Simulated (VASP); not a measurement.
# MgS (Niningerite) (Fm-3m) in VASP: a series of runs, part 2 of 2

VASP 6.6.1. Earlier steps stand in the parts before.

**5. Single point, BLYP**

This run uses another cell than the first one, of 18.48 Å³/atom, 1.050 times its volume.

The input, INCAR:

```
AGGAC = 1.0
AGGAX = 1.0
ALDAC = 0.0
ALDAX = 1.0
ALGO = Normal
EDIFF = 1E-6
ENCUT = 520
GGA = B5
ISIF = 2
ISMEAR = -1
LASPH = T
LCHARG = F
LREAL = F
LWAVE = F
NBANDS = 11
NELM = 80
PREC = Accurate
SIGMA = 0.05
```

The input, KPOINTS:

```
k-points
0
Gamma
  9 9 9
```

The input, POSCAR:

```
MgS
1.0
    0.0000000000      2.6440037922      2.6440037922
    2.6440037922      0.0000000000      2.6440037922
    2.6440037922      2.6440037922      0.0000000000
S Mg
1 1
Direct
    0.5000000000      0.5000000000      0.5000000000
    0.0000000000      0.0000000000      0.0000000000
```

The run is started by

```bash
$ cat potpaw_PBE.64/S/POTCAR potpaw_PBE.64/Mg/POTCAR > POTCAR
$ mpirun -np 1 vasp_std > vasp.out
```

It took 32 s on 1 thread of AMD EPYC 7R13, shared host; peak memory 0.13 GiB.

It converged, with:

```yaml
Free_energy: -7.5033 eV
Pressure: -0.2 GPa
Band_gap_on_the_k_mesh: 2.84 eV, indirect (least direct gap 3.50 eV)
```

Levels at points of the mesh, in eV from the valence-band top:
| k point | band 1 | band 2 | band 3 | band 4 | band 5 | band 6 | band 7 | band 8 |
| --- | --- | --- | --- | --- | --- | --- | --- | --- |
| (0.00, 0.00, 0.00) | -12.34 | 0.00 | 0.00 | 0.00 | 3.50 | 8.16 | 8.16 | 8.16 |

Caveat: the PAW data sets were made with another functional, which shifts forces and pressure a little.

**6. Relaxation of cell and atoms, BLYP**

The input, INCAR:

```
PREC = Accurate ; ENCUT = 600
EDIFF = 1E-6 ; ISMEAR = -1
SIGMA = 0.05 ; LREAL = F
LASPH = T ; NELM = 80
ALGO = Normal ; ISIF = 3
LWAVE = F ; LCHARG = F
GGA = B5 ; ALDAX = 1.0
AGGAX = 1.0 ; AGGAC = 1.0
ALDAC = 0.0 ; IBRION = 2
NSW = 60 ; EDIFFG = -0.01
```

The input, KPOINTS:

```
regular mesh
0
Gamma
  9 9 9
```

The input, POSCAR:

```
MgS
1.0
    0.0000000000      2.6016500000      2.6016500000
    2.6016500000      0.0000000000      2.6016500000
    2.6016500000      2.6016500000      0.0000000000
S Mg
1 1
Direct
    0.5000000000      0.5000000000      0.5000000000
    0.0000000000      0.0000000000      0.0000000000
```

Potentials or basis: VASP PAW PBE potentials, release 64 (S, Mg).

The run is started by

```bash
$ cat potpaw_PBE.64/S/POTCAR potpaw_PBE.64/Mg/POTCAR > POTCAR
$ mpirun -np 1 vasp_std > vasp.out
```

OUTCAR:

```text
PREC = Accurate
   ENCUT = 600
   EDIFF = 1E-6
   ISMEAR = -1
   LREAL = F
   LASPH = T
   NELM = 80
   ISIF = 3
   GGA = B5
   IBRION = 2
   NSW = 60
   EDIFFG = -0.01

 ion  position               nearest neighbor table
   1  0.500  0.500  0.500-   2 2.60   2 2.60   2 2.60   2 2.60   2 2.60   2 2.60
   2  0.000  0.000  0.000-   1 2.60   1 2.60   1 2.60   1 2.60   1 2.60   1 2.60

  LATTYP: Found a face centered cubic cell.
 ALAT       =     5.2033000000

  Lattice vectors:

 A1 = (   0.0000000000,   2.6016500000,   2.6016500000)
 A2 = (   2.6016500000,   0.0000000000,   2.6016500000)
 A3 = (   2.6016500000,   2.6016500000,   0.0000000000)

Analysis of symmetry for initial positions (statically):
[... 33 lines left out ...]
                                     Primitive cell

  volume of cell :      35.2190

  direct lattice vectors                    reciprocal lattice vectors
     0.000000000  2.601650000  2.601650000    -0.192185728  0.192185728  0.192185728
     2.601650000  0.000000000  2.601650000     0.192185728 -0.192185728  0.192185728
     2.601650000  2.601650000  0.000000000     0.192185728  0.192185728 -0.192185728

  length of vectors
     3.679288715  3.679288715  3.679288715     0.332875446  0.332875446  0.332875446

[... 135 lines left out ...]
  --------------------------------------------------------------------------------------
  -------------------------------------------------------------------------------------
  Total        0.7723347      0.7723347      0.7723347      0.0000000      0.0000000     -0.0000000
  in kB       35.1349645     35.1349645     35.1349645      0.0000000      0.0000000     -0.0000000
  external PRESSURE =      35.1349645 kB  Pullay stress =       0.0000000 kB
[... 59 lines left out ...]
--------------------------------------- Ionic step        3  -------------------------------------------

 number of electron       7.9999999 magnetization

 Free energy of the ion-electron system (eV)
  ---------------------------------------------------
  ext. energy  EPLUGINS =         0.00000000
  ---------------------------------------------------
  free energy    TOTEN  =        -7.50438212 eV

  energy without entropy =       -7.50438212  energy(sigma->0) =       -7.50438212

 E-fermi :   4.7201     XC(G=0):  -8.9349

 val. band max:        3.7030153241   @ k =   0.0000   0.0000   0.0000
 cond. band min:       6.5523517027   @ k =   0.4444   0.4444   0.0000
 fundamental gap:      2.8493363786
 Fermi energy:         4.7201499728

 k-point     1 :       0.0000    0.0000    0.0000
  band No.  band energies     occupation
      1      -8.6443      2.00000
      2       3.7030      2.00000
      3       3.7030      2.00000
      4       3.7030      2.00000
      5       7.2258      0.00000
      6      11.8672      0.00000
      7      11.8672      0.00000
      8      11.8672      0.00000
[... 243 lines left out ...]
 k-point    24 :       0.4444    0.4444    0.0000
  band No.  band energies     occupation
      1      -7.2131      2.00000
      2      -0.0446      2.00000
      3       2.1997      2.00000
      4       2.1997      2.00000
      5       6.5524      0.00000
      6       8.6148      0.00000
      7      15.1334      0.00000
      8      16.2583      0.00000

 [... further k-points ...]
[... 5 lines left out ...]
  --------------------------------------------------------------------------------------
  -------------------------------------------------------------------------------------
  Total        0.0015822      0.0015822      0.0015822      0.0000000      0.0000000     -0.0000000
  in kB        0.0687327      0.0687327      0.0687327      0.0000000      0.0000000     -0.0000000
  external PRESSURE =       0.0687327 kB  Pullay stress =       0.0000000 kB
[... 17 lines left out ...]
  FREE ENERGIE OF THE ION-ELECTRON SYSTEM (eV)
  ---------------------------------------------------
  free  energy   TOTEN  =        -7.5043821160 eV

  energy  without entropy=       -7.5043821159  energy(sigma->0) =       -7.50438212

 reached required accuracy - stopping structural energy minimisation
```

OSZICAR:

```text
N       E                     dE             d eps       ncg     rms          rms(c)
DAV:   1     0.277352604372E+02    0.27735E+02   -0.40853E+03   584   0.923E+02
DAV:   2    -0.665536339762E+01   -0.34391E+02   -0.32506E+02   752   0.113E+02
DAV:   3    -0.800954741766E+01   -0.13542E+01   -0.13542E+01   664   0.299E+01
[... 21 lines left out ...]
DAV:   2    -0.750459931859E+01    0.22699E-02   -0.70777E-03   576   0.439E-01    0.128E-01
DAV:   3    -0.750438923079E+01    0.21009E-03   -0.12406E-03   656   0.197E-01    0.946E-02
DAV:   4    -0.750438654957E+01    0.26812E-05   -0.90501E-06   640   0.267E-02    0.833E-02
DAV:   5    -0.750438240388E+01    0.41457E-05   -0.79131E-06   568   0.252E-02    0.109E-02
DAV:   6    -0.750438211595E+01    0.28793E-06   -0.67405E-08   304   0.276E-03
   3 F= -.75043821E+01 E0= -.75043821E+01  d E =-.175938E-01
```

Run time: 89 s. Hardware: 1 thread of AMD EPYC 7R13, shared host; peak memory 0.15 GiB.

What came out:

* Free energy: -7.5044 eV
* Relaxed volume: 18.44 Å³/atom
* Relaxed cell: a = 3.736 Å, b = 3.736 Å, c = 3.736 Å, α = 60.00°, β = 60.00°, γ = 60.00°
* Space group after relaxing (to 0.05 Å): Fm-3m (No. 225)
* Energy gained by relaxing: 8.8 meV/atom
* Ionic steps: 3
* Pressure after relaxing: 0.0 GPa
* Band gap on the k mesh: 2.85 eV, indirect (least direct gap 3.52 eV)

The path:
```
step  energy change (eV)  largest force (eV/Å)  pressure (GPa)  volume (Å³)
   1              0.0000                0.0000            3.51        35.22
   2             -0.0169                0.0000           -0.63        37.22
   3             -0.0176                0.0000            0.01        36.88
```

Final structure:
```cif
data_structure
_symmetry_space_group_name_H-M 'P 1'
_symmetry_Int_Tables_number 1
_cell_length_a 3.7363
_cell_length_b 3.7363
_cell_length_c 3.7363
_cell_angle_alpha 60.000
_cell_angle_beta 60.000
_cell_angle_gamma 60.000
_cell_volume 36.88
loop_
_atom_site_label
_atom_site_type_symbol
_atom_site_fract_x
_atom_site_fract_y
_atom_site_fract_z
_atom_site_occupancy
S1 S 0.50000 0.50000 0.50000 1
Mg1 Mg 0.00000 0.00000 0.00000 1
```

Caveat: the PAW data sets were made with another functional, which shifts forces and pressure a little. A k mesh can miss the band edges.

**7. The runs side by side**

| task | level | cell | cutoff (eV) | smearing | gap on the mesh (eV) | pressure (GPa) |
| --- | --- | --- | --- | --- | --- | --- |
| single point | PBE | a = 3.679 Å, angles 60.0°, 2 atoms | 520 | gaussian 0.026 eV | 2.91 | 0.9 |
| single point | PBE | a = 3.679 Å, angles 60.0°, 2 atoms | 520 | gaussian 0.027 eV | 2.91 | 0.9 |
| single point | PBE | a = 3.679 Å, angles 60.0°, 2 atoms | 520 | gaussian 0.028 eV | 2.91 | 0.9 |
| single point | BLYP | a = 3.739 Å, angles 60.0°, 2 atoms | 520 | fermi-dirac 0.05 eV | 2.84 | -0.2 |
| relaxation of cell and atoms | BLYP | relaxed from a = 3.679 Å, angles 60.0°, 2 atoms | 600 | fermi-dirac 0.05 eV | 2.85 | 0.0 |

Alike in all rows: potentials or basis VASP PAW PBE potentials, release 64 (S, Mg); no spin polarisation; k mesh 9 × 9 × 9.

On the cell as given the gap runs from 2.91 eV (PBE) to 2.91 eV (PBE).

Caveats: the PAW data sets were made with another functional, which shifts forces and pressure a little (some runs).

Total energies depend on the potentials used, so only differences within one code and one set of settings carry meaning.
